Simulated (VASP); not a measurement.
Sr, 4 atoms in the cell. Symmetry: P6_3/mmc, No. 194, hexagonal system. The conventional cell has a = 3.359 Å, b = 3.359 Å, c = 10.912 Å, α = 90.00°, β = 90.00°, γ = 120.00°. Sr (site symmetry -3m) has 12 Sr at 3.35 to 3.36 Å within 4.4 Å. Sr (site symmetry -6m2) has 12 Sr at 3.35 to 3.36 Å within 4.4 Å. 

- Program: VASP 6.6.1
- Task: single point
- Functional: PBE
- Potentials or basis: VASP PAW PBE potentials, release 64 (Sr_sv)
- Cutoff: 500 eV
- k mesh: 8 × 8 × 5
- Occupations: fermi-dirac, width 0.08 eV
- Spin: no spin polarisation
- Dipole correction: no
- Further INCAR settings: ALGO = Normal; EDIFF = 1e-06; NBANDS = 28

Potentials or basis: VASP PAW PBE potentials, release 64 (Sr_sv).

The run is started by

```console
$ cat potpaw_PBE.64/Sr_sv/POTCAR > POTCAR
$ mpirun -np 1 vasp_std > vasp.out
```

Hardware: 1 thread of Intel(R) Xeon(R) Platinum 8488C (Sapphire Rapids) (shared host).

Q: How long does it take, and how much memory?

A: Run time: 45 s on 1 thread of Intel(R) Xeon(R) Platinum 8488C (Sapphire Rapids), with other jobs on the host, peak memory 0.23 GiB. Counts: scf iterations 12, k points 30.
